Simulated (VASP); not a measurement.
TiB2:

```
CELL_PARAMETERS angstrom
2.96736 0.00000 0.00000
-1.48368 2.56981 0.00000
0.00000 0.00000 3.16250
ATOMIC_POSITIONS crystal
Ti 0.00000 0.00000 0.00000
B 0.66667 0.33333 0.50000
B 0.33333 0.66667 0.50000
```

Base run:

* Program: VASP 6.6.1
* Functional: r2SCAN
* Potentials or basis: VASP PAW PBE potentials, release 64 (Ti_sv, B)
* Cutoff: 520 eV
* k mesh: 10 × 10 × 8
* Occupations: fermi-dirac, width 0.05 eV
* Spin: no spin polarisation

Its results: band gap on the k mesh zero (band 9 reaches 11.32 eV, above the bottom of band 10 at 10.61 eV); pressure 17.9 GPa.

Problem. The run is repeated on the same cell with these changes: functional from r2SCAN to PBE. What comes out?

Solution. Band gap on the k mesh zero (band 9 reaches 11.11 eV, above the bottom of band 10 at 10.51 eV); pressure 18.4 GPa.

Caveats: the PAW data sets were made with another functional, which shifts forces and pressure a little (some runs).
